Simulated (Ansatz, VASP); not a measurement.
**CdS in VASP and in Ansatz**

The input INCAR:

```
SYSTEM = CdS
  ALGO = Normal
  EDIFF = 1E-6
  ENCUT = 500
  GGA = PS
  GGA_COMPAT = .False.
  ISIF = 2
  ISMEAR = -1
  IVDW = 13
  LASPH = .True.
  LCHARG = .True.
  LELF = .True.
  LREAL = .False.
  LVHAR = .True.
  LWAVE = .False.
  NBANDS = 86
  NELM = 120
  PREC = Accurate
  SIGMA = 0.02
```

The input KPOINTS:

```
k-points
0
Gamma
  2 2 2
  0 0 0
```

File POSCAR:

```
CdS
1.0
    0.0000000000      5.8330000000      5.8330000000
    5.8330000000      0.0000000000      5.8330000000
    5.8330000000      5.8330000000      0.0000000000
Cd S
8 8
Direct
    0.0000000000      0.0000000000      0.0000000000
    0.0000000000      0.0000000000      0.5000000000
    0.0000000000      0.5000000000      0.0000000000
    0.0000000000      0.5000000000      0.5000000000
    0.5000000000      0.0000000000      0.0000000000
    0.5000000000      0.0000000000      0.5000000000
    0.5000000000      0.5000000000      0.0000000000
    0.5000000000      0.5000000000      0.5000000000
    0.1250000000      0.1250000000      0.1250000000
    0.1250000000      0.1250000000      0.6250000000
    0.1250000000      0.6250000000      0.1250000000
    0.1250000000      0.6250000000      0.6250000000
    0.6250000000      0.1250000000      0.1250000000
    0.6250000000      0.1250000000      0.6250000000
    0.6250000000      0.6250000000      0.1250000000
    0.6250000000      0.6250000000      0.6250000000
```

Input for Ansatz:

```yaml
crystal:
  lattice:
    - [0.0, 2.9165, 2.9165]
    - [2.9165, 0.0, 2.9165]
    - [2.9165, 2.9165, 0.0]
  atoms:
    - { symbol: Cd, position: [0.0, 0.0, 0.0] }
    - { symbol: S, position: [0.25, 0.25, 0.25] }
  supercell: [2, 2, 2]
kpoints:
  mp_grid:
    grid: [2, 2, 2]
hamiltonian:
  xc: pbesol
  dispersion: d4
  pseudopotentials:
    kind: paw
scf:
  occupations:
    method: fermi_dirac
    width: 0.02
output:
  eigenvalues: true
```

Alike in both runs: task single point; functional PBEsol; dispersion D4; k mesh 2 × 2 × 2; occupations fermi-dirac, width 0.02 eV; no spin polarisation.

|  | VASP | Ansatz |
| --- | --- | --- |
| version | VASP 6.6.1 | Ansatz 0.2.0 |
| potentials or method | VASP PAW PBE potentials, release 64 (Cd, S) | plane waves, PAW |
| plane-wave cutoff (eV) | 500 | 420 |
| valence electrons in the cell | 144 | 208 |

Ansatz gave:

| Property | Result |
| --- | --- |
| gap on the k mesh at the Fermi level (eV) | 0.99 |

Task: Which values does VASP return?

Result: gap on the k mesh at the Fermi level (eV): 1.00.

VASP's potentials were made for PBE, not for PBEsol. VASP's potentials hold 144 valence electrons a cell and Ansatz's 208, so a difference there can come from the potentials and not from the codes.

The k mesh is coarse, so the values compare programs but aren't converged.
